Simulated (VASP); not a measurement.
Ba: single point with PBE

System: Ba, a sheet with vacuum.

```
Ba
1.0
     8.50395    0.00000    0.00000
    -4.25197    7.36463    0.00000
     0.00000    0.00000   23.80000
Ba
3
Direct
  0.00000 0.50000 0.29412
  0.50000 0.00000 0.29412
  0.50000 0.50000 0.29412
```

The cell was built from a structure type or drawn by symmetry, and may not be a known phase.

| Property | Result |
| --- | --- |
| Program | VASP 6.6.1 |
| Task | single point |
| Functional | PBE |
| Potentials or basis | VASP PAW PBE potentials, release 64 (Ba_sv) |
| Cutoff | 400 eV |
| k mesh | 6 × 6 × 1 |
| Occupations | gaussian, width 0.1 eV |
| Spin | no spin polarisation |

The band gap on the k mesh is zero (bands 15 and 16 overlap by 0.26 eV). The work function of the upper face is 2.43 eV. The work function of the lower face is 2.43 eV.

Levels at points of the mesh, in eV from the Fermi level:
```tsv
k point	band 12	band 13	band 14	band 15	band 16	band 17	band 18	band 19
(0.00, 0.00, 0.00)	-14.55	-1.93	-0.34	-0.15	-0.12	-0.12	0.47	0.48
(0.50, 0.00, 0.00)	-14.57	-1.25	-0.60	0.14	0.38	0.40	0.44	0.48
```

Wall time 3.9 min on 1 thread of Intel(R) Xeon(R) 6975P-C (Granite Rapids) (shared host), peak memory 0.94 GiB.

Caveat: spin-orbit coupling is left out, which moves the levels of the heavy elements.
